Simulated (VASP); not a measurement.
CuF:

```xyz
2
Lattice="2.7937 0.0000 0.0000 0.0000 2.7937 0.0000 0.0000 0.0000 2.7937" Properties=species:S:1:pos:R:3 pbc="T T T"
Cu    0.0000    0.0000    0.0000
F     1.3968    1.3968    1.3968
```

| Property | Result |
| --- | --- |
| Program | VASP 6.6.1 |
| Task | relaxation of cell and atoms |
| Functional | LDA |
| Potentials or basis | VASP PAW LDA potentials, release 64 (Cu, F) |
| Cutoff | 600 eV |
| k mesh | 8 × 8 × 8 |
| Occupations | fermi-dirac, width 0.02 eV |
| Spin | no spin polarisation |

At the start: pressure -12.8 GPa; volume 10.90 Å³/atom.

Problem. Where does the relaxation end?

Solution. Over 4 steps the energy falls by 58.7 meV/atom and the volume is 9.62 Å³/atom (-11.8 %); space group Pm-3m (No. 221, to 0.05 Å).

The path:
```tsv
step	energy change (eV)	largest force (eV/Å)	pressure (GPa)	volume (Å³)
1	0.0000	0.0000	-12.82	21.80
2	-0.1174	0.0000	0.58	19.16
3	-0.1175	0.0000	-0.12	19.24
4	-0.1175	0.0000	-0.07	19.24
```

Final structure:
```
Cu F
1.0
     2.67956    0.00000    0.00000
     0.00000    2.67956    0.00000
     0.00000    0.00000    2.67956
Cu F
1 1
Direct
  0.00000 0.00000 0.00000
  0.50000 0.50000 0.50000
```
